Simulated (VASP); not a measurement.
A run of VASP 6.6.1 is set up as follows.

INCAR

```
PREC = Accurate
ENCUT = 520
EDIFF = 1E-6
ISMEAR = 0
SIGMA = 0.1
LREAL = False
LASPH = True
NELM = 200
ALGO = Normal
ISIF = 2
LWAVE = False
LCHARG = False
ISPIN = 2
MAGMOM = 1 1
LORBIT = 11
LMAXMIX = 4
LDIPOL = True
IDIPOL = 3
DIPOL = 0.5 0.5 0.288
GGA = PE
NBANDS = 18
GGA_COMPAT = False
NELMDL = -8
```

File KPOINTS:

```
regular mesh
0
Gamma
  6 6 1
```

File POSCAR:

```
Re
1.0
    2.7423093816      0.0000000000      0.0000000000
   -1.3711546908      2.3749095895      0.0000000000
    0.0000000000      0.0000000000     31.2251044000
Re
2
Direct
    0.0000000000      0.0000000000      0.2519718250
    0.0000000000      0.0000000000      0.3244874166
```

Potentials or basis: VASP PAW PBE potentials, release 64 (Re).

The run is started by

```sh
$ cat potpaw_PBE.64/Re/POTCAR > POTCAR
$ mpirun -np 1 vasp_std > vasp.out
```

**Question.** Predict the band gap on the k mesh.

**Answer.** Zero (filled and empty bands overlap).

**Question.** What does it give for the net moment?

**Answer.** 0.00 μB per cell.

**Question.** What does it give for the largest force?

**Answer.** 0.444 eV/Å.

Forces in eV/Å, atoms in the order of the input:
```
Re   0.000  0.000  0.444
Re   0.000  0.000 -0.444
```

Caveat: the k points lie up to 0.44 Å⁻¹ apart, too coarse for converged energies and pressures of a metal; spin-orbit coupling is left out, which moves the levels of the heavy elements.
